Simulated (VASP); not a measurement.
A run of VASP 6.6.1 is set up as follows.

The input POSCAR:

```
Cu
1.0
    0.0000000000      1.7881324402      1.7881324402
    1.7881324402      0.0000000000      1.7881324402
    1.7881324402      1.7881324402      0.0000000000
Cu
1
Direct
    0.0000000000      0.0000000000      0.0000000000
```

Contents of INCAR.step1:

```
  PREC = Accurate
  ENCUT = 520
  ISMEAR = 1
  SIGMA = 0.1
  LREAL = False
  LASPH = True
  NELM = 60
  NBANDS = 12
  GGA = PE
  ALGO = Normal
  EDIFF = 1E-4
  LWAVE = True
  LCHARG = False
```

Contents of INCAR.step2:

```
  PREC = Accurate
  ENCUT = 520
  EDIFF = 1E-6
  ISMEAR = 1
  SIGMA = 0.1
  LREAL = False
  LASPH = True
  NELM = 60
  ALGO = Normal
  ISIF = 2
  LWAVE = False
  LCHARG = True
  METAGGA = R2SCAN
  LMIXTAU = True
  LELF = True
  LVHAR = True
  NBANDS = 12
  ISTART = 1
```

File KPOINTS:

```
regular mesh
0
Gamma
  15 15 15
```

Potentials or basis: VASP PAW PBE potentials, release 64 (Cu).

Run with:

```sh
$ cat potpaw_PBE.64/Cu/POTCAR > POTCAR
$ cp INCAR.step1 INCAR
$ mpirun -np 1 vasp_std > vasp.out
$ cp INCAR.step2 INCAR
$ mpirun -np 1 vasp_std > vasp.out
```

Question: Predict the pressure.

Answer: 0.3 GPa.

Caveat: the PAW data sets were made with another functional, which shifts forces and pressure a little.
